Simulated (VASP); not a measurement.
**TiO2: single point with PBE+U**

Crystal: TiO2.

```
Ti O
1.0
    -1.97225    1.97225    5.28110
     1.97225   -1.97225    5.28110
     1.97225    1.97225   -5.28110
Ti O
2 4
Direct
  0.00000 0.00000 0.00000
  0.75000 0.25000 0.50000
  0.20523 0.20523 0.00000
  0.95523 0.45523 0.50000
  0.54477 0.04477 0.50000
  0.79477 0.79477 0.00000
```

```yaml
Program: VASP 6.6.1
Task: single point
Functional: PBE
Potentials_or_basis: VASP PAW PBE potentials, release 64 (Ti_sv, O)
Cutoff: 520 eV
k_mesh: 8 × 8 × 8
Occupations: gaussian, width 0.05 eV
Spin: no spin polarisation
Hubbard_terms: Ti d U = 4.0 eV
```

- Pressure: -18.5 GPa
- Largest force: 0.663 eV/Å
- Band gap on the k mesh: 2.25 eV, indirect (least direct gap 2.54 eV)

Forces in eV/Å, atoms in the order of the input:
```
Ti   0.000  0.000  0.000
Ti   0.000  0.000  0.000
O    0.000  0.000 -0.663
O    0.000  0.000 -0.663
O    0.000  0.000  0.663
O    0.000  0.000  0.663
```

Stress tensor (GPa, compression positive):
```
-16.43   0.00   0.00
  0.00 -16.43   0.00
  0.00   0.00 -22.69
```

Levels at points of the mesh, in eV from the valence-band top:
```
           k point  band 20  band 21  band 22  band 23  band 24  band 25  band 26  band 27  band 28  band 29
(0.00, 0.00, 0.00)    -0.99    -0.99    -0.89    -0.32    -0.32     2.25     2.68     3.62     3.62     3.67
(0.50, 0.00, 0.00)    -1.59    -1.49    -1.17    -0.73    -0.68     3.09     3.10     3.19     3.28     3.79
(0.50, 0.50, 0.00)    -2.17    -1.78    -1.78    -0.05    -0.05     2.93     2.93     3.30     3.30     4.29
(0.50, 0.50, 0.50)    -1.38    -1.35    -1.35    -0.15    -0.15     2.46     2.46     3.46     3.46     3.70
```

Eigenvalues of the final occupation matrices:
| site | spin | trace | eigenvalues |
| --- | --- | --- | --- |
| site 1 d | 1 | 0.73 | 0.09 0.09 0.11 0.21 0.23 |
| site 1 d | 2 | 0.73 | 0.09 0.09 0.11 0.21 0.23 |
| site 2 d | 1 | 0.73 | 0.09 0.09 0.11 0.21 0.23 |
| site 2 d | 2 | 0.73 | 0.09 0.09 0.11 0.21 0.23 |

Wall time 7.6 min on 1 thread of Oxide Virtual Turin-like Processor (shared host), peak memory 0.35 GiB.

A k mesh can miss the band edges.
